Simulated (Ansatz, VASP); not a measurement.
## Ru: VASP beside Ansatz

```xyz
2
Lattice="2.4014 0.0000 0.0000 -1.2007 2.6069 0.0000 0.0000 0.0000 4.2819" Properties=species:S:1:pos:R:3 pbc="T T T"
Ru    0.0000    1.7379    1.0705
Ru    1.2007    0.8690    3.2114
```

Change from the starting cell: strain -0.1125 x Voigt [1, -1, 0, 0, 0, 0], atoms carried along.

Alike in both runs: task single point; functional PBE; k mesh 24 × 24 × 12; occupations gaussian, width 0.15 eV; no spin polarisation.

|  | VASP | Ansatz |
| --- | --- | --- |
| version | VASP 6.6.1 | Ansatz 0.2.0 |
| potentials or method | VASP PAW PBE potentials, release 64 (Ru_pv), cutoff 520 eV | scalar-relativistic, plane waves, PAW |
| valence electrons in the cell | 28 | 32 |

Ansatz gave:

* gap on the k mesh at the Fermi level (eV): none
* pressure (GPa): 23.3
* traceless stress, the component that is largest in VASP (GPa): 58.48
* rms of the force components (eV/Å): 0.303

Q: Estimate VASP's values.

A: gap on the k mesh at the Fermi level (eV): none; pressure (GPa): 23.6; traceless stress, the component that is largest in VASP (GPa): 58.66; rms of the force components (eV/Å): 0.305.

Atom by atom the forces differ by 0.003 eV/Å (rms over components). A gap of «none» marks a metal or a gap that the smearing closes. VASP's potentials hold 28 valence electrons a cell and Ansatz's 32, so a difference there can come from the potentials and not from the codes.
